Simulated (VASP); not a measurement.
# AgCl (Fm-3m) in VASP: further runs

AgCl is run at these levels: LDA; tasks: equation of state.

All numbers are computed with VASP 6.6.1; they aren't measurements. Logs are shortened: lines on timing, memory, paths and dates and some standing lists are left out, and cuts for length are marked.

## Step 1: The cell of the first run

It takes space group Fm-3m (No. 225, cubic). Conventional cell: a = 5.470 Å, b = 5.470 Å, c = 5.470 Å, α = 90.00°, β = 90.00°, γ = 90.00°. Ag (site symmetry m-3m) has 6 Cl at 2.73 Å within 3.6 Å. Cl (site symmetry m-3m) has 6 Ag at 2.73 Å within 3.6 Å.

## Step 2: Equation of state, LDA

File POSCAR.step1:

```
AgCl
1.0
    0.0000000000      2.6600304397      2.6600304397
    2.6600304397      0.0000000000      2.6600304397
    2.6600304397      2.6600304397      0.0000000000
Ag Cl
1 1
Direct
    0.0000000000      0.0000000000      0.0000000000
    0.5000000000      0.5000000000      0.5000000000
```

File POSCAR.step2:

```
AgCl
1.0
    0.0000000000      2.6980360093      2.6980360093
    2.6980360093      0.0000000000      2.6980360093
    2.6980360093      2.6980360093      0.0000000000
Ag Cl
1 1
Direct
    0.0000000000      0.0000000000      0.0000000000
    0.5000000000      0.5000000000      0.5000000000
```

File POSCAR.step3:

```
AgCl
1.0
    0.0000000000      2.7350000000      2.7350000000
    2.7350000000      0.0000000000      2.7350000000
    2.7350000000      2.7350000000      0.0000000000
Ag Cl
1 1
Direct
    0.0000000000      0.0000000000      0.0000000000
    0.5000000000      0.5000000000      0.5000000000
```

File POSCAR.step4:

```
AgCl
1.0
    0.0000000000      2.7709909694      2.7709909694
    2.7709909694      0.0000000000      2.7709909694
    2.7709909694      2.7709909694      0.0000000000
Ag Cl
1 1
Direct
    0.0000000000      0.0000000000      0.0000000000
    0.5000000000      0.5000000000      0.5000000000
```

File POSCAR.step5:

```
AgCl
1.0
    0.0000000000      2.8060705285      2.8060705285
    2.8060705285      0.0000000000      2.8060705285
    2.8060705285      2.8060705285      0.0000000000
Ag Cl
1 1
Direct
    0.0000000000      0.0000000000      0.0000000000
    0.5000000000      0.5000000000      0.5000000000
```

File INCAR:

```
SYSTEM = AgCl
GGA = CA ; ISMEAR = 0
SIGMA = 0.03 ; LWAVE = .FALSE.
LCHARG = .FALSE. ; ISIF = 2
NSW = 0 ; PREC = Accurate
LASPH = .TRUE. ; LREAL = .FALSE.
ALGO = Normal ; EDIFF = 1E-7
NELM = 120 ; GGA_COMPAT = .FALSE.
ENCUT = 340 ; EFERMI = MIDGAP
```

File KPOINTS:

```
Automatic mesh
0
Gamma
  7 7 7
  0 0 0
```

Potentials or basis: VASP PAW LDA potentials, release 64 (Ag, Cl).

Launch:

```
cat potpaw_LDA.64/Ag/POTCAR potpaw_LDA.64/Cl/POTCAR > POTCAR
cp POSCAR.step1 POSCAR
mpirun -np 1 vasp_std > vasp.out
cp POSCAR.step2 POSCAR
mpirun -np 1 vasp_std > vasp.out
cp POSCAR.step3 POSCAR
mpirun -np 1 vasp_std > vasp.out
cp POSCAR.step4 POSCAR
mpirun -np 1 vasp_std > vasp.out
cp POSCAR.step5 POSCAR
mpirun -np 1 vasp_std > vasp.out
```

OUTCAR:

```text
SYSTEM = AgCl
   GGA = CA
   ISMEAR = 0
   ISIF = 2
   NSW = 0
   PREC = Accurate
   LASPH = .TRUE.
   LREAL = .FALSE.
   EDIFF = 1E-7
   NELM = 120
   ENCUT = 340
   EFERMI = MIDGAP

 Found     20 irreducible k-points:

 Following reciprocal coordinates:
            Coordinates               Weight
  0.000000  0.000000  0.000000      1.000000
  0.142857  0.000000  0.000000      8.000000
  0.285714  0.000000  0.000000      8.000000
  0.428571  0.000000  0.000000      8.000000
  0.142857  0.142857  0.000000      6.000000
  0.285714  0.142857  0.000000     24.000000
   k-points           NKPTS =     20   k-points in BZ     NKDIM =     20   number of bands    NBANDS=     13
   number of dos      NEDOS =    301   number of ions     NIONS =      2
   total plane-waves  NPLWV =  13824
   dimension x,y,z NGX =    24 NGY =   24 NGZ =   24
   dimension x,y,z NGXF=    48 NGYF=   48 NGZF=   48
   ions per type =               1   1
   NGX,Y,Z   is equivalent  to a cutoff of  10.05, 10.05, 10.05 a.u.
   NGXF,Y,Z  is equivalent  to a cutoff of  20.11, 20.11, 20.11 a.u.
 SYSTEM =  AgCl
   PREC   = accura    normal or accurate (medium, high low for compatibility)
   ISTART =      0    job   : 0-new  1-cont  2-samecut
   ICHARG =      2    charge: 1-file 2-atom 10-const
   ISPIN  =      1    spin polarized calculation?
   LNONCOLLINEAR =      F non collinear calculations
   LSORBIT =      F    spin-orbit coupling
   LASPH  =      T    aspherical Exc in radial PAW
   ENCUT  =  340.0 eV  24.99 Ry    5.00 a.u.   5.97  5.97  5.97*2*pi/ulx,y,z
   NELM   =    120;   NELMIN=  2; NELMDL=  0     # of ELM steps
   EDIFF  = 0.1E-06   stopping-criterion for ELM
   LREAL  =      F    real-space projection
   EDIFFG = 0.1E-05   stopping-criterion for IOM
   NSW    =      0    number of steps for IOM
   IBRION =     -1    ionic relax: 0-MD 1-quasi-New 2-CG
   NFREE  =      0    steps in history (QN), initial steepest desc. (CG)
   ISIF   =      2    stress and relaxation
   ISYM   =      2    0-nonsym 1-usesym 2-fastsym
   POTIM  = 0.5000    time-step for ionic-motion
   TEBEG  =    0.0;   TEEND  =   0.0 temperature during run

   SCALEE = 1.0000    scale energy and forces
   PSTRESS=    0.0 pullay stress
   NELECT =      18.0000    total number of electrons
   NUPDOWN=      -1.0000    fix difference up-down
   EMIN   =  10.00;   EMAX   =-10.00  energy-range for DOS
   EFERMI =   0.00;   METHOD = MIDGAP
   ISMEAR =     0;   SIGMA  =   0.03  broadening in eV -4-tet -1-fermi 0-gaus
   EFERMI_NEDOS =   21; number of points for ismear=-14 and -15
   IALGO  =     38    algorithm
   IMIX   =      4    mixing-type and parameters
     AMIX     =   0.40;   BMIX     =  1.00
     AMIX_MAG =   1.60;   BMIX_MAG =  1.00
  volume/ion in A,a.u.               =      22.10       149.11
  Fermi-wavevector in a.u.,A,eV,Ry     =   1.213548  2.293274 20.037295  1.472700
  Thomas-Fermi vector in A             =   2.348997
   LORBIT       =      0    0 simple, 1 ext, 2 COOP (PROOUT), +10 PAW based schemes
   GGA     = CA    functional components
   LHFCALC =     F    Hartree Fock is set to
   AEXX    =    0.0000 exact exchange contribution
   IVDW    =     0    specifies the selected vdW correction
   LEPSILON=     F    determine dielectric tensor
   LRPA    =     F    only Hartree local field effects (RPA)

   CSHIFT  =0.1000    complex shift for real part using Kramers Kronig

   OMEGAMAX=  -1.0    maximum frequency
 non-spin polarized calculation
 Gauss-broadening in eV      SIGMA  =   0.03
  energy-cutoff  :      340.00
  volume of cell :       44.19
 maximum number of plane-waves:       640
   NGX = 11   NGY = 11   NGZ = 11

 number of electron      17.9999989 magnetization

 Free energy of the ion-electron system (eV)
  ---------------------------------------------------
  ext. energy  EPLUGINS =         0.00000000
  ---------------------------------------------------
  free energy    TOTEN  =        -6.65319168 eV

  energy without entropy =       -6.65319168  energy(sigma->0) =       -6.65319168

 E-fermi :   3.4226     XC(G=0): -10.2634

 val. band max:        3.0653704664   @ k =   0.4286   0.0000   0.0000
 cond. band min:       3.7798635069   @ k =   0.0000   0.0000   0.0000
 fundamental gap:      0.7144930405
 Fermi energy:         3.4226169866

 k-point     1 :       0.0000    0.0000    0.0000
  band No.  band energies     occupation
      1     -11.6812      2.00000
      2       0.7564      2.00000
      3       0.7564      2.00000
      4       0.7564      2.00000
      5       0.7918      2.00000
      6       0.7918      2.00000
      7       0.9735      2.00000
      8       0.9735      2.00000
      9       0.9735      2.00000
     10       3.7799      0.00000
     11      13.8859      0.00000
     12      13.8859      0.00000
     13      13.8859      0.00000

 k-point     2 :       0.1429    0.0000    0.0000
  band No.  band energies     occupation
      1     -11.6078      2.00000
      2      -0.0217      2.00000
      3       0.0888      2.00000
      4       0.0888      2.00000
      5       0.8215      2.00000
      6       0.8215      2.00000
      7       1.0612      2.00000
      8       1.7600      2.00000
      9       1.7600      2.00000
     10       4.6829      0.00000
     11      12.1733      0.00000
     12      13.3110      0.00000
     13      13.3110      0.00000

 k-point     3 :       0.2857    0.0000    0.0000
  band No.  band energies     occupation
      1     -11.4343      2.00000
      2      -1.1371      2.00000
      3      -0.4934      2.00000
      4      -0.4934      2.00000
      5       0.9654      2.00000
      6       0.9654      2.00000
      7       1.2224      2.00000
      8       2.5574      2.00000
      9       2.5574      2.00000
     10       6.1639      0.00000
     11      10.3245      0.00000
     12      11.7652      0.00000
     13      11.7652      0.00000

 k-point     4 :       0.4286    0.0000    0.0000
  band No.  band energies     occupation
      1     -11.2858      2.00000
      2      -1.8212      2.00000
      3      -0.8026      2.00000
      4      -0.8026      2.00000
      5       1.0856      2.00000
      6       1.0856      2.00000
      7       1.3811      2.00000
      8       3.0654      2.00000
      9       3.0654      2.00000
     10       7.0853      0.00000
     11       9.3735      0.00000
     12      10.7750      0.00000
     13      10.7750      0.00000

 k-point     5 :       0.1429    0.1429    0.0000
  band No.  band energies     occupation
      1     -11.5867      2.00000
      2      -0.5028      2.00000
      3       0.4136      2.00000
      4       0.4136      2.00000
      5       0.6970      2.00000
      6       0.8248      2.00000
      7       1.3107      2.00000
      8       1.3107      2.00000
      9       1.6622      2.00000
     10       5.0464      0.00000
     11      12.3115      0.00000
     12      12.6364      0.00000
     13      13.2369      0.00000

 k-point     6 :       0.2857    0.1429    0.0000
  band No.  band energies     occupation
      1     -11.4547      2.00000
      2      -1.0721      2.00000
      3      -0.1985      2.00000
      4      -0.1015      2.00000
      5       0.7828      2.00000
      6       0.9857      2.00000
      7       1.2753      2.00000
      8       1.8102      2.00000
      9       2.2938      2.00000
     10       6.2279      0.00000
     11      10.4182      0.00000
     12      11.5484      0.00000
     13      12.5694      0.00000

 [... further k-points ...]
[... 5 lines left out ...]
  --------------------------------------------------------------------------------------
  -------------------------------------------------------------------------------------
  Total       -1.9796611     -1.9796611     -1.9796611      0.0000000      0.0000000     -0.0000000
  in kB      -71.7754112    -71.7754112    -71.7754112      0.0000000      0.0000000     -0.0000000
  external PRESSURE =     -71.7754112 kB  Pullay stress =       0.0000000 kB

 VOLUME and BASIS-vectors are now :
 -----------------------------------------------------------------------------
  energy-cutoff  :      340.00
  volume of cell :       44.19
      direct lattice vectors                 reciprocal lattice vectors
     0.000000000  2.806070528  2.806070528    -0.178185115  0.178185115  0.178185115
     2.806070528  0.000000000  2.806070528     0.178185115 -0.178185115  0.178185115
     2.806070528  2.806070528  0.000000000     0.178185115  0.178185115 -0.178185115

 POSITION                                       TOTAL-FORCE (eV/Angst)
 -----------------------------------------------------------------------------------
      0.00000      0.00000      0.00000         0.000000      0.000000      0.000000
      2.80607      2.80607      2.80607        -0.000000     -0.000000      0.000000
 -----------------------------------------------------------------------------------
    total drift:                                0.000000     -0.000000     -0.000000

  FREE ENERGIE OF THE ION-ELECTRON SYSTEM (eV)
  ---------------------------------------------------
  free  energy   TOTEN  =        -6.6531916780 eV

  energy  without entropy=       -6.6531916780  energy(sigma->0) =       -6.65319168
```

Wall time 12 s (1 thread of Intel Xeon 6975P-C (Granite Rapids), shared host); peak memory 0.12 GiB.

What came out:

| Quantity | Value |
| --- | --- |
| Equilibrium volume | 19.22 Å³/atom |
| Bulk modulus | 70 GPa |
| Pressure derivative of the bulk modulus | 5.3 (rough: it moves with the points fitted) |

Energy against volume, from the lowest point:
| volume (Å³/atom) | energy (meV/atom) |
| --- | --- |
| 18.822 | 0.00 |
| 19.640 | 0.08 |
| 20.458 | 13.54 |
| 21.277 | 37.06 |
| 22.095 | 68.36 |

LDA usually gives volumes a few per cent too small. Zero-point motion and thermal expansion aren't in these numbers.

## Step 3: Equation of state, LDA

File POSCAR.step1:

```
AgCl
1.0
    0.0000000000      2.6503575163      2.6503575163
    2.6503575163      0.0000000000      2.6503575163
    2.6503575163      2.6503575163      0.0000000000
Ag Cl
1 1
Direct
    0.0000000000      0.0000000000      0.0000000000
    0.5000000000      0.5000000000      0.5000000000
```

File POSCAR.step2:

```
AgCl
1.0
    0.0000000000      2.6791680073      2.6791680073
    2.6791680073      0.0000000000      2.6791680073
    2.6791680073      2.6791680073      0.0000000000
Ag Cl
1 1
Direct
    0.0000000000      0.0000000000      0.0000000000
    0.5000000000      0.5000000000      0.5000000000
```

File POSCAR.step3:

```
AgCl
1.0
    0.0000000000      2.7073718484      2.7073718484
    2.7073718484      0.0000000000      2.7073718484
    2.7073718484      2.7073718484      0.0000000000
Ag Cl
1 1
Direct
    0.0000000000      0.0000000000      0.0000000000
    0.5000000000      0.5000000000      0.5000000000
```

File POSCAR.step4:

```
AgCl
1.0
    0.0000000000      2.7350000000      2.7350000000
    2.7350000000      0.0000000000      2.7350000000
    2.7350000000      2.7350000000      0.0000000000
Ag Cl
1 1
Direct
    0.0000000000      0.0000000000      0.0000000000
    0.5000000000      0.5000000000      0.5000000000
```

File POSCAR.step5:

```
AgCl
1.0
    0.0000000000      2.7620809691      2.7620809691
    2.7620809691      0.0000000000      2.7620809691
    2.7620809691      2.7620809691      0.0000000000
Ag Cl
1 1
Direct
    0.0000000000      0.0000000000      0.0000000000
    0.5000000000      0.5000000000      0.5000000000
```

File POSCAR.step6:

```
AgCl
1.0
    0.0000000000      2.7886410693      2.7886410693
    2.7886410693      0.0000000000      2.7886410693
    2.7886410693      2.7886410693      0.0000000000
Ag Cl
1 1
Direct
    0.0000000000      0.0000000000      0.0000000000
    0.5000000000      0.5000000000      0.5000000000
```

File POSCAR.step7:

```
AgCl
1.0
    0.0000000000      2.8147046461      2.8147046461
    2.8147046461      0.0000000000      2.8147046461
    2.8147046461      2.8147046461      0.0000000000
Ag Cl
1 1
Direct
    0.0000000000      0.0000000000      0.0000000000
    0.5000000000      0.5000000000      0.5000000000
```

INCAR: that of step 2 with these lines changed.

```diff
@@ -8,2 +8,2 @@
 NELM = 120 ; GGA_COMPAT = .FALSE.
-ENCUT = 340 ; EFERMI = MIDGAP
+ENCUT = 650 ; EFERMI = MIDGAP
```

File KPOINTS:

```
Automatic mesh
0
Gamma
  11 11 11
  0 0 0
```

Potentials or basis: VASP PAW LDA potentials, release 64 (Ag, Cl).

Launch:

```
cat potpaw_LDA.64/Ag/POTCAR potpaw_LDA.64/Cl/POTCAR > POTCAR
cp POSCAR.step1 POSCAR
mpirun -np 1 vasp_std > vasp.out
cp POSCAR.step2 POSCAR
mpirun -np 1 vasp_std > vasp.out
cp POSCAR.step3 POSCAR
mpirun -np 1 vasp_std > vasp.out
cp POSCAR.step4 POSCAR
mpirun -np 1 vasp_std > vasp.out
cp POSCAR.step5 POSCAR
mpirun -np 1 vasp_std > vasp.out
cp POSCAR.step6 POSCAR
mpirun -np 1 vasp_std > vasp.out
cp POSCAR.step7 POSCAR
mpirun -np 1 vasp_std > vasp.out
```

OUTCAR:

```text
SYSTEM = AgCl
   GGA = CA
   ISMEAR = 0
   ISIF = 2
   NSW = 0
   PREC = Accurate
   LASPH = .TRUE.
   LREAL = .FALSE.
   EDIFF = 1E-7
   NELM = 120
   ENCUT = 650
   EFERMI = MIDGAP

 ion  position               nearest neighbor table
   1  0.000  0.000  0.000-   2 2.81   2 2.81   2 2.81   2 2.81   2 2.81   2 2.81
   2  0.500  0.500  0.500-   1 2.81   1 2.81   1 2.81   1 2.81   1 2.81   1 2.81

  LATTYP: Found a face centered cubic cell.
 ALAT       =     5.6294092922

  Lattice vectors:

[... 568 lines left out ...]
      7       1.3402      2.00000
      8       1.3903      2.00000
      9       2.7613      2.00000
     10       6.3889      0.00000
     11      10.2463      0.00000
     12      10.9970      0.00000
     13      11.6937      0.00000

 [... further k-points ...]
[... 5 lines left out ...]
  --------------------------------------------------------------------------------------
  -------------------------------------------------------------------------------------
  Total       -1.9482741     -1.9482741     -1.9482741      0.0000000      0.0000000     -0.0000000
  in kB      -69.9893799    -69.9893799    -69.9893799      0.0000000      0.0000000     -0.0000000
  external PRESSURE =     -69.9893799 kB  Pullay stress =       0.0000000 kB

 VOLUME and BASIS-vectors are now :
 -----------------------------------------------------------------------------
  energy-cutoff  :      650.00
  volume of cell :       44.60
      direct lattice vectors                 reciprocal lattice vectors
     0.000000000  2.814704646  2.814704646    -0.177638532  0.177638532  0.177638532
     2.814704646  0.000000000  2.814704646     0.177638532 -0.177638532  0.177638532
     2.814704646  2.814704646  0.000000000     0.177638532  0.177638532 -0.177638532

 POSITION                                       TOTAL-FORCE (eV/Angst)
 -----------------------------------------------------------------------------------
      0.00000      0.00000      0.00000        -0.000000      0.000000     -0.000000
      2.81470      2.81470      2.81470         0.000000     -0.000000      0.000000
 -----------------------------------------------------------------------------------
    total drift:                                0.000000      0.000000      0.000000

  FREE ENERGIE OF THE ION-ELECTRON SYSTEM (eV)
  ---------------------------------------------------
  free  energy   TOTEN  =        -6.6356187209 eV

  energy  without entropy=       -6.6356187209  energy(sigma->0) =       -6.63561872
```

OUTCAR.step1:

```text
SYSTEM = AgCl
   GGA = CA
   ISMEAR = 0
   ISIF = 2
   NSW = 0
[... 614 lines left out ...]
 -----------------------------------------------------------------------------------
      0.00000      0.00000      0.00000         0.000000      0.000000      0.000000
      2.65036      2.65036      2.65036         0.000000      0.000000      0.000000
 -----------------------------------------------------------------------------------
    total drift:                                0.000000     -0.000000     -0.000000

  FREE ENERGIE OF THE ION-ELECTRON SYSTEM (eV)
  ---------------------------------------------------
  free  energy   TOTEN  =        -6.7845430269 eV

  energy  without entropy=       -6.7845430269  energy(sigma->0) =       -6.78454303
```

OUTCAR.step2:

```text
SYSTEM = AgCl
   GGA = CA
   ISMEAR = 0
   ISIF = 2
   NSW = 0
[... 614 lines left out ...]
 -----------------------------------------------------------------------------------
      0.00000      0.00000      0.00000         0.000000      0.000000      0.000000
      2.67917      2.67917      2.67917         0.000000     -0.000000      0.000000
 -----------------------------------------------------------------------------------
    total drift:                                0.000000     -0.000000     -0.000000

  FREE ENERGIE OF THE ION-ELECTRON SYSTEM (eV)
  ---------------------------------------------------
  free  energy   TOTEN  =        -6.7930723592 eV

  energy  without entropy=       -6.7930723592  energy(sigma->0) =       -6.79307236
```

It took 90 s on 1 thread of Intel Xeon 6975P-C (Granite Rapids), shared host; peak memory 0.2 GiB.

What came out:

* Equilibrium volume: 19.21 Å³/atom
* Bulk modulus: 69 GPa
* Pressure derivative of the bulk modulus: 5.2

Energy against volume, from the lowest point:
| volume (Å³/atom) | energy (meV/atom) |
| --- | --- |
| 18.617 | 4.26 |
| 19.231 | 0.00 |
| 19.845 | 4.20 |
| 20.458 | 15.33 |
| 21.072 | 32.13 |
| 21.686 | 53.55 |
| 22.300 | 78.73 |

LDA usually gives volumes a few per cent too small. Zero-point motion and thermal expansion aren't in these numbers.
